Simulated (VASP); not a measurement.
A run of VASP 6.6.1 is set up as follows.

Contents of INCAR:

```
ALGO = Normal
EDIFF = 1E-6
EDIFFG = -0.01
ENCUT = 600
GGA = PE
IBRION = 2
ISIF = 3
ISMEAR = 0
LASPH = True
LCHARG = False
LREAL = False
LWAVE = False
NELM = 60
NSW = 100
PREC = Accurate
SIGMA = 0.1
```

The input KPOINTS:

```
k-points
0
Gamma
  8 8 8
```

POSCAR

```
ZnSn4N
1.0
    0.0000000000      4.2684285205      4.2684285205
    4.2684285205      0.0000000000      4.2684285205
    4.2684285205      4.2684285205      0.0000000000
Zn Sn N
1 4 1
Direct
    0.0000000000      0.0000000000      0.0000000000
    0.3752613954      0.3752613954      0.8742158137
    0.3752613954      0.8742158137      0.3752613954
    0.8742158137      0.3752613954      0.3752613954
    0.3752613954      0.3752613954      0.3752613954
    0.7500000000      0.7500000000      0.7500000000
```

Potentials or basis: VASP PAW PBE potentials, release 64 (Zn, Sn_d, N).

Run with:

```sh
$ cat potpaw_PBE.64/Zn/POTCAR potpaw_PBE.64/Sn_d/POTCAR potpaw_PBE.64/N/POTCAR > POTCAR
$ mpirun -np 1 vasp_std > vasp.out
```

**Question.** What does it give for the relaxed cell?

**Answer.** a = 6.044 Å, b = 6.044 Å, c = 6.044 Å, α = 60.00°, β = 60.00°, γ = 60.00°.

**Question.** What does it give for the band gap on the k mesh?

**Answer.** Zero (an odd number of electrons rules out a gap without spin polarisation).

Step by step:
| step | energy change (eV) | largest force (eV/Å) | pressure (GPa) | volume (Å³) |
| --- | --- | --- | --- | --- |
| 1 | 0.0000 | 0.0268 | 0.16 | 155.54 |
| 2 | -0.0004 | 0.0026 | 0.02 | 156.12 |

Caveat: spin-orbit coupling is left out, which moves the levels of the heavy elements.
